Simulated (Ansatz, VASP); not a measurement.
## AlN in VASP and in Ansatz

```
CELL_PARAMETERS angstrom
2.69234 0.00000 0.00000
0.00000 2.69234 0.00000
0.00000 0.00000 4.98082
ATOMIC_POSITIONS crystal
Al 0.50000 0.50000 0.00000
N 0.00000 0.00000 0.00000
```

Change from the starting cell: species swapped into the SnO type (P4/nmm, No. 129).

Alike in both runs: task relaxation of cell and atoms; functional PBE; k mesh 10 × 10 × 6; occupations gaussian, width 0.02 eV; no spin polarisation.

|  | VASP | Ansatz |
| --- | --- | --- |
| version | VASP 6.6.1 | Ansatz 0.2.0 |
| potentials or method | VASP PAW PBE potentials, release 64 (Al, N), cutoff 600 eV | scalar-relativistic, plane waves, PAW |
| valence electrons in the cell | 8 | 8 |

```csv
,VASP,Ansatz,Ansatz less VASP
"gap on the k mesh at the Fermi level, each at its own relaxed structure (eV)",0.93,0.93,+0.001
relaxed volume (Å³/atom),18.03,18.05,+0.018
relaxed cell length with the largest relative difference (Å),2.691,2.692,+0.0011
```
